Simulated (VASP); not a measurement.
A run of VASP 6.6.1 is set up as follows.

The input INCAR:

```
SYSTEM = Sb
PREC = Accurate
ENCUT = 520
EDIFF = 1E-7
ISMEAR = -1
SIGMA = 0.05
LREAL = .FALSE.
LASPH = .TRUE.
NELM = 100
ALGO = Normal
ISIF = 2
LWAVE = .FALSE.
LCHARG = .TRUE.
GGA = CA
LELF = .TRUE.
LVHAR = .TRUE.
NBANDS = 12
```

The input KPOINTS:

```
Automatic mesh
0
G
  14 14 8
  0 0 0
```

Contents of POSCAR:

```
Sb
1.0
    2.6669246315      0.0000000000      0.0000000000
   -1.3334623157      2.3096244809      0.0000000000
    0.0000000000      0.0000000000      4.1683984088
Sb
2
Direct
    0.3333333333      0.6666666667      0.2500000000
    0.6666666667      0.3333333333      0.7500000000
```

Potentials or basis: VASP PAW LDA potentials, release 64 (Sb).

Command:

```sh
$ cat potpaw_LDA.64/Sb/POTCAR > POTCAR
$ mpirun -np 1 vasp_std > vasp.out
```

(1) Predict the pressure.

(2) What does it give for the band gap on the k mesh?

Answers

(1) 252.0 GPa.

(2) zero (band 5 reaches 30.53 eV, above the bottom of band 6 at 15.93 eV).

Caveat: spin-orbit coupling is left out, which moves the levels of the heavy elements.
